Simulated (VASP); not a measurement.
The system is Nb.

```xyz
1
Lattice="0.0000 2.1150 2.1150 2.1150 0.0000 2.1150 2.1150 2.1150 0.0000" Properties=species:S:1:pos:R:3 pbc="T T T"
Nb    0.0000    0.0000    0.0000
```

This isn't the form of Nb at room conditions, which is bcc.

Program: VASP 6.6.1. Alike in all runs: task single point; level PBE; potentials or basis VASP PAW PBE potentials, release 64 (Nb_sv); no spin polarisation; cell as given; cutoff (eV) 500; smearing methfessel-paxton 0.05 eV.

Problem. Order these runs on this cell by their pressure, lowest first.
A. k mesh 3 × 3 × 3
B. k mesh 7 × 7 × 7
C. k mesh 9 × 9 × 9

Solution. B (-2.7 GPa), C (-0.4 GPa), A (9.0 GPa).

Caveats: some runs use coarse meshes.
